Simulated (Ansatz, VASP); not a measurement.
# One calculation of Sb, two programs

```
Sb
1.0
     3.33385    0.00000    0.00000
     0.00000    3.33385    0.00000
     0.00000    0.00000   25.42950
Sb
5
Direct
  0.00000 0.00000 0.32383
  0.50000 0.50000 0.40575
  0.00000 0.00000 0.50000
  0.50000 0.50000 0.59425
  0.00000 0.00000 0.67617
```

Alike in both runs: task single point; functional PBEsol; k mesh 11 × 11 × 1; occupations fermi-dirac, width 0.1 eV; no spin polarisation.

|  | VASP | Ansatz |
| --- | --- | --- |
| version | VASP 6.6.1 | Ansatz 0.2.0 |
| potentials or method | VASP PAW PBE potentials, release 64 (Sb) | PAW with Ansatz's default frozen-core files, scalar-relativistic |
| plane-wave cutoff (eV) | 520 | 420 |
| valence electrons in the cell | 25 | 75 |

|  | VASP | Ansatz | Ansatz less VASP |
| --- | --- | --- | --- |
| rms of the force components (eV/Å) | 0.006 | 0.001 | -0.0053 |

VASP's potentials were made for PBE, not for PBEsol. Atom by atom the forces differ by 0.007 eV/Å (rms over components). VASP's potentials hold 25 valence electrons a cell and Ansatz's 75, so a difference there can come from the potentials and not from the codes. Ansatz's warnings: structure snapped to symmetry, xc potential rough in thin density.

Spin-orbit coupling is off throughout.
